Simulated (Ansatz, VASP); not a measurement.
# SnTe: VASP beside Ansatz

```
Sn Te
1.0
     4.02234    0.00000    0.00000
    -2.01117    3.48345    0.00000
     0.00000    0.00000    7.97511
Sn Te
2 2
Direct
  0.00000 0.00000 0.00000
  0.00000 0.00000 0.50000
  0.33333 0.66667 0.25000
  0.66667 0.33333 0.75000
```

Alike in both runs: task single point; functional PBE; k mesh 9 × 9 × 5; occupations fermi-dirac, width 0.1 eV; no spin polarisation.

|  | VASP | Ansatz |
| --- | --- | --- |
| version | VASP 6.6.1 | Ansatz 0.2.0 |
| potentials or method | VASP PAW PBE potentials, release 64 (Sn_d, Te), cutoff 520 eV | all-electron LAPW, scalar-relativistic |

|  | VASP | Ansatz | Ansatz less VASP |
| --- | --- | --- | --- |
| pressure (GPa) | 8.5 | 8.5 | +0.02 |

Ansatz ran all-electron here, and VASP with PAW potentials.

Neither program's run includes spin-orbit coupling.
